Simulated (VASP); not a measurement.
Wanted: the native input for a VASP 6.6.1 run.

```yaml
Task: single point
Functional: PBE
Potentials_or_basis: VASP PAW PBE potentials, release 64 (Tl_d)
Cutoff: 500 eV
k_mesh: 18 × 18 × 8
Occupations: gaussian, width 0.05 eV
Spin: no spin polarisation
Dipole_correction: no
Further_INCAR_settings: ALGO = Normal; EDIFF = 1e-06; NBANDS = 20
```

The structure of Tl lies in POSCAR:

```
Tl
1.0
    3.4560000000      0.0000000000      0.0000000000
   -1.7280000000      2.9929838000      0.0000000000
    0.0000000000      0.0000000000      5.5250000000
Tl
2
Direct
    0.3333333300      0.6666666700      0.2500000000
    0.6666666700      0.3333333300      0.7500000000
```

The input as run:

INCAR

```
PREC = Accurate
ENCUT = 500
EDIFF = 1E-6
ISMEAR = 0
SIGMA = 0.05
LREAL = False
LASPH = True
NELM = 120
ALGO = Normal
ISIF = 2
LWAVE = False
LCHARG = False
GGA = PE
NBANDS = 20
GGA_COMPAT = False
```

KPOINTS

```
regular mesh
0
Gamma
  18 18 8
```

Potentials or basis: VASP PAW PBE potentials, release 64 (Tl_d).

Launch:

```bash
$ cat potpaw_PBE.64/Tl_d/POTCAR > POTCAR
$ mpirun -np 1 vasp_std > vasp.out
```

Results of the run:

```yaml
Pressure: 3.1 GPa
Band_gap_on_the_k_mesh: zero (bands 13 and 14 overlap by 5.79 eV)
```

Caveat: the cell stands under pressure; spin-orbit coupling is left out, which moves the levels of the heavy elements.

It took 50 s on 1 thread of Intel(R) Xeon(R) 6975P-C (Granite Rapids) (shared host), peak memory 0.29 GiB.
